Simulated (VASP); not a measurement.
# W (Im-3m) in VASP: settings compared

Aim: see how the results for W move with the level of theory and the settings. Levels: PBEsol+D4, BLYP+D4, LDA. Tasks: single point, relaxation of cell and atoms.

Program: VASP 6.6.1. These are calculated values, not measurements. Logs are shortened: lines on timing, memory, paths and dates and some standing lists are left out, and cuts for length are marked.

### 1 The cell of the first run

The structure is cubic, space group Im-3m (No. 229). The conventional cell has a = 3.142 Å, b = 3.142 Å, c = 3.142 Å, α = 90.00°, β = 90.00°, γ = 90.00°. W (site symmetry m-3m) has 14 W at 2.72 to 3.14 Å within 3.6 Å.

### 2 Single point, PBEsol+D4

Input file INCAR:

```
PREC     = Accurate       # precision mode
ENCUT    = 520            # plane-wave cutoff, eV
EDIFF    = 1E-6           # SCF threshold, eV
ISMEAR   = -1             # smearing method
SIGMA    = 0.05           # smearing width, eV
LREAL    = False          # projectors in reciprocal space
LASPH    = True           # aspherical terms in the spheres
NELM     = 60             # most SCF steps
ALGO     = Normal         # electronic algorithm
ISIF     = 2              # what is computed and relaxed
LWAVE    = False          # write WAVECAR
LCHARG   = True           # write CHGCAR
GGA      = PS             # functional
IVDW     = 13             # dispersion correction
LELF     = True           # ELF
LVHAR    = True         
NBANDS   = 13             # bands
```

Input file KPOINTS:

```
regular mesh
0
Gamma
  12 12 12
```

Input file POSCAR:

```
W
1.0
   -1.5707955098      1.5707955098      1.5707955098
    1.5707955098     -1.5707955098      1.5707955098
    1.5707955098      1.5707955098     -1.5707955098
W
1
Direct
    0.0000000000      0.0000000000      0.0000000000
```

Potentials or basis: VASP PAW PBE potentials, release 64 (W_sv).

Launch:

```bash
$ cat potpaw_PBE.64/W_sv/POTCAR > POTCAR
$ mpirun -np 1 vasp_std > vasp.out
```

OUTCAR:

```text
PREC = Accurate
   ENCUT = 520
   EDIFF = 1E-6
   ISMEAR = -1
   LREAL = False
   LASPH = True
   NELM = 60
   ISIF = 2
   GGA = PS
   IVDW = 13

 ion  position               nearest neighbor table
   1  0.000  0.000  0.000-

  LATTYP: Found a body centered cubic cell.
 ALAT       =     3.1415910196

  Lattice vectors:

 A1 = (  -1.5707955098,   1.5707955098,   1.5707955098)
 A2 = (   1.5707955098,  -1.5707955098,   1.5707955098)
 A3 = (   1.5707955098,   1.5707955098,  -1.5707955098)

Analysis of symmetry for initial positions (statically):
=====================================================================
 Subroutine PRICEL returns:
 Original cell was already a primitive cell.

 Routine SETGRP: Setting up the symmetry group for a
 body centered cubic supercell.

 Subroutine GETGRP returns: Found 48 space group operations
 (whereof 48 operations were pure point group operations)
 out of a pool of 48 trial point group operations.

The static configuration has the point symmetry O_h .

Analysis of symmetry for dynamics (positions and initial velocities):
=====================================================================
 Subroutine PRICEL returns:
 Original cell was already a primitive cell.

 Routine SETGRP: Setting up the symmetry group for a
 body centered cubic supercell.

 Subroutine GETGRP returns: Found 48 space group operations
 (whereof 48 operations were pure point group operations)
 out of a pool of 48 trial point group operations.

The dynamic configuration has the point symmetry O_h .

 Subroutine INISYM returns: Found 48 space group operations
 (whereof 48 operations are pure point group operations),
 and found     1 'primitive' translations

----------------------------------------------------------------------------------------

                                     Primitive cell

  volume of cell :      15.5031

  direct lattice vectors                    reciprocal lattice vectors
    -1.570795510  1.570795510  1.570795510     0.000000000  0.318310052  0.318310052
     1.570795510 -1.570795510  1.570795510     0.318310052  0.000000000  0.318310052
     1.570795510  1.570795510 -1.570795510     0.318310052  0.318310052  0.000000000

  length of vectors
     2.720697631  2.720697631  2.720697631     0.450158392  0.450158392  0.450158392

  position of ions in fractional coordinates (direct lattice)
     0.000000000  0.000000000  0.000000000

  ion indices of the primitive-cell ions
   primitive index   ion index
                 1           1

----------------------------------------------------------------------------------------

 KPOINTS: regular mesh

Automatic generation of k-mesh.
 Grid dimensions read from file:
 generate k-points for:   12   12   12

 Generating k-lattice:

  Cartesian coordinates                     Fractional coordinates (reciprocal lattice)
     0.000000000  0.026525838  0.026525838     0.083333333  0.000000000  0.000000000
     0.026525838  0.000000000  0.026525838     0.000000000  0.083333333  0.000000000
     0.026525838  0.026525838  0.000000000     0.000000000  0.000000000  0.083333333

  Length of vectors
     0.037513199  0.037513199  0.037513199

  Shift w.r.t. Gamma in fractional coordinates (k-lattice)
     0.000000000  0.000000000  0.000000000

 Subroutine IBZKPT returns following result:
 ===========================================

 Found     72 irreducible k-points:

 Following reciprocal coordinates:
            Coordinates               Weight
  0.000000  0.000000  0.000000      1.000000
  0.083333  0.000000  0.000000     12.000000
  0.166667  0.000000  0.000000     12.000000
  0.250000  0.000000  0.000000     12.000000
  0.333333  0.000000  0.000000     12.000000
  0.416667  0.000000  0.000000     12.000000
[... 16 lines left out ...]
  0.333333  0.083333  0.083333     24.000000
  0.416667  0.083333  0.083333     12.000000
 [... further k-points ...]
   k-points           NKPTS =     72   k-points in BZ     NKDIM =     72   number of bands    NBANDS=     13
   number of dos      NEDOS =    301   number of ions     NIONS =      1
   total plane-waves  NPLWV =   8000
   dimension x,y,z NGX =    20 NGY =   20 NGZ =   20
   dimension x,y,z NGXF=    40 NGYF=   40 NGZF=   40
   ions per type =               1
   NGX,Y,Z   is equivalent  to a cutoff of  12.22, 12.22, 12.22 a.u.
   NGXF,Y,Z  is equivalent  to a cutoff of  24.44, 24.44, 24.44 a.u.
 SYSTEM =  unknown system
   PREC   = accura    normal or accurate (medium, high low for compatibility)
   ISTART =      0    job   : 0-new  1-cont  2-samecut
   ICHARG =      2    charge: 1-file 2-atom 10-const
   ISPIN  =      1    spin polarized calculation?
   LNONCOLLINEAR =      F non collinear calculations
   LSORBIT =      F    spin-orbit coupling
   LASPH  =      T    aspherical Exc in radial PAW
   ENCUT  =  520.0 eV  38.22 Ry    6.18 a.u.   5.06  5.06  5.06*2*pi/ulx,y,z
   NELM   =     60;   NELMIN=  2; NELMDL= -5     # of ELM steps
   EDIFF  = 0.1E-05   stopping-criterion for ELM
   LREAL  =      F    real-space projection
   EDIFFG = 0.1E-04   stopping-criterion for IOM
   NSW    =      0    number of steps for IOM
   IBRION =     -1    ionic relax: 0-MD 1-quasi-New 2-CG
   NFREE  =      0    steps in history (QN), initial steepest desc. (CG)
   ISIF   =      2    stress and relaxation
   ISYM   =      2    0-nonsym 1-usesym 2-fastsym
   POTIM  = 0.5000    time-step for ionic-motion
   TEBEG  =    0.0;   TEEND  =   0.0 temperature during run
   PSTRESS=    0.0 pullay stress
   NELECT =      14.0000    total number of electrons
   NUPDOWN=      -1.0000    fix difference up-down
   EMIN   =  10.00;   EMAX   =-10.00  energy-range for DOS
   EFERMI =   0.00;   METHOD = LEGACY
   ISMEAR =    -1;   SIGMA  =   0.05  broadening in eV -4-tet -1-fermi 0-gaus
   EFERMI_NEDOS =   21; number of points for ismear=-14 and -15
   IALGO  =     38    algorithm
   IMIX   =      4    mixing-type and parameters
     AMIX     =   0.40;   BMIX     =  1.00
     AMIX_MAG =   1.60;   BMIX_MAG =  1.00
  volume/ion in A,a.u.               =      15.50       104.62
  Fermi-wavevector in a.u.,A,eV,Ry     =   1.582381  2.990267 34.068052  2.503931
  Thomas-Fermi vector in A             =   2.682313
   LORBIT       =      0    0 simple, 1 ext, 2 COOP (PROOUT), +10 PAW based schemes
   GGA     = PS    functional components
   LHFCALC =     F    Hartree Fock is set to
   AEXX    =    0.0000 exact exchange contribution
   IVDW    =    13    specifies the selected vdW correction
   LEPSILON=     F    determine dielectric tensor
   LRPA    =     F    only Hartree local field effects (RPA)
 non-spin polarized calculation
  energy-cutoff  :      520.00
  volume of cell :       15.50
 maximum number of plane-waves:       430
   NGX = 11   NGY = 11   NGZ = 11

 number of electron      14.0000005 magnetization

 Free energy of the ion-electron system (eV)
  ---------------------------------------------------
  ext. energy  EPLUGINS =         0.00000000
  ---------------------------------------------------
  free energy    TOTEN  =       -13.80340128 eV

  energy without entropy =      -13.79821776  energy(sigma->0) =      -13.80080952

 E-fermi :  11.5328     XC(G=0): -13.8871

 val. band max:       11.5245549089   @ k =   0.4167   0.0833   0.0000
 cond. band min:      11.5646838171   @ k =  -0.1667   0.1667   0.1667
 fundamental gap:      0.0401289082
 Fermi energy:        11.5327845122

 k-point     1 :       0.0000    0.0000    0.0000
  band No.  band energies     occupation
      1     -62.5164      2.00000
      2     -26.0399      2.00000
      3     -26.0399      2.00000
      4     -26.0399      2.00000
      5       1.8227      2.00000
      6      10.3278      2.00000
      7      10.3278      2.00000
      8      10.3278      2.00000
      9      13.8879      0.00000
     10      13.8879      0.00000
     11      26.1900      0.00000
     12      26.1900      0.00000
     13      26.1900      0.00000

 k-point     2 :       0.0833    0.0000    0.0000
  band No.  band energies     occupation
      1     -62.5064      2.00000
      2     -26.1411      2.00000
      3     -26.0712      2.00000
      4     -26.0404      2.00000
      5       2.1662      2.00000
      6      10.1196      2.00000
      7      10.2735      2.00000
      8      10.6623      2.00000
      9      13.5734      0.00000
     10      13.8909      0.00000
     11      26.4784      0.00000
     12      26.7733      0.00000
     13      27.0252      0.00000

 k-point     3 :       0.1667    0.0000    0.0000
  band No.  band energies     occupation
      1     -62.4794      2.00000
      2     -26.4110      2.00000
      3     -26.1560      2.00000
      4     -26.0420      2.00000
      5       3.1013      2.00000
      6       9.5974      2.00000
      7      10.0092      2.00000
      8      11.6404      0.20811
      9      13.1672      0.00000
     10      13.9350      0.00000
     11      26.9776      0.00000
     12      28.4123      0.00000
     13      28.6712      0.00000

 k-point     4 :       0.2500    0.0000    0.0000
  band No.  band energies     occupation
      1     -62.4422      2.00000
      2     -26.7655      2.00000
      3     -26.2699      2.00000
      4     -26.0443      2.00000
      5       4.2866      2.00000
      6       8.9698      2.00000
      7       9.6927      2.00000
      8      13.1818      0.00000
      9      13.2547      0.00000
     10      14.0845      0.00000
     11      26.5030      0.00000
     12      28.4540      0.00000
     13      30.8681      0.00000

 k-point     5 :       0.3333    0.0000    0.0000
  band No.  band energies     occupation
      1     -62.4050      2.00000
      2     -27.1053      2.00000
      3     -26.3815      2.00000
      4     -26.0466      2.00000
      5       5.0669      2.00000
      6       8.4155      2.00000
      7      10.1213      2.00000
      8      13.6484      0.00000
      9      14.3569      0.00000
     10      15.1151      0.00000
     11      25.0016      0.00000
     12      26.1568      0.00000
     13      33.1813      0.00000
[... 257 lines left out ...]
 k-point    22 :       0.2500    0.0833    0.0833
  band No.  band energies     occupation
      1     -62.3981      2.00000
      2     -27.1139      2.00000
      3     -26.3919      2.00000
      4     -26.1326      2.00000
      5       5.7596      2.00000
      6       8.2793      2.00000
      7       9.2717      2.00000
      8      13.7932      0.00000
      9      14.4336      0.00000
     10      16.5404      0.00000
     11      25.6614      0.00000
     12      25.7009      0.00000
     13      29.6920      0.00000

 k-point    23 :       0.3333    0.0833    0.0833
  band No.  band energies     occupation
      1     -62.3738      2.00000
      2     -27.2817      2.00000
      3     -26.5111      2.00000
      4     -26.1400      2.00000
      5       5.8950      2.00000
      6       7.9823      2.00000
      7      10.5505      2.00000
      8      14.0340      0.00000
      9      14.7279      0.00000
     10      18.4245      0.00000
     11      22.9773      0.00000
     12      24.4012      0.00000
     13      28.5163      0.00000

 k-point    24 :       0.4167    0.0833    0.0833
  band No.  band energies     occupation
      1     -62.3649      2.00000
      2     -27.3409      2.00000
      3     -26.5558      2.00000
      4     -26.1427      2.00000
      5       5.8503      2.00000
      6       7.8816      2.00000
      7      11.3883      1.89460
      8      14.0559      0.00000
      9      14.8486      0.00000
     10      19.2711      0.00000
     11      21.8209      0.00000
     12      23.9159      0.00000
     13      27.9955      0.00000

 [... further k-points ...]

------------------------ aborting loop because EDIFF is reached ----------------------------------------

  DFT-D4 for vdW energy calculation

  Edisp (eV):   -0.42921

  FORCE on cell =-STRESS in cart. coord.  units (eV):
  Direction    XX          YY          ZZ          XY          YZ          ZX
  --------------------------------------------------------------------------------------
  -------------------------------------------------------------------------------------
  Total       0.06910     0.06910     0.06910     0.00000     0.00000    -0.00000
  in kB       7.14086     7.14086     7.14086     0.00000     0.00000    -0.00000
  external pressure =        7.14 kB  Pullay stress =        0.00 kB

 VOLUME and BASIS-vectors are now :
 -----------------------------------------------------------------------------
  energy-cutoff  :      520.00
  volume of cell :       15.50
      direct lattice vectors                 reciprocal lattice vectors
    -1.570795510  1.570795510  1.570795510     0.000000000  0.318310052  0.318310052
     1.570795510 -1.570795510  1.570795510     0.318310052  0.000000000  0.318310052
     1.570795510  1.570795510 -1.570795510     0.318310052  0.318310052  0.000000000

 POSITION                                       TOTAL-FORCE (eV/Angst)
 -----------------------------------------------------------------------------------
      0.00000      0.00000      0.00000        -0.000000      0.000000      0.000000
 -----------------------------------------------------------------------------------
    total drift:                                0.000000     -0.000000     -0.000000

  FREE ENERGIE OF THE ION-ELECTRON SYSTEM (eV)
  ---------------------------------------------------
  free  energy   TOTEN  =       -14.2326075084 eV

  energy  without entropy=      -14.2274239893  energy(sigma->0) =      -14.23001575
```

It took 6.1 s on 1 thread of AMD EPYC 9R45 (Zen 5), shared host; peak memory 0.1 GiB.

What came out:

```yaml
Free_energy: -14.2326 eV
Pressure: 0.7 GPa
Band_gap_on_the_k_mesh: zero (band 7 reaches 16.94 eV, above the bottom of band 8 at 10.33 eV)
Dispersion_energy_per_atom: -0.429 eV
```

Caveat: the PAW data sets were made with another functional, which shifts forces and pressure a little; spin-orbit coupling is left out, which moves the levels of the heavy elements; pairwise dispersion overbinds metals, which lowers pressure and volume.

(Continued in part 2 of 2.)
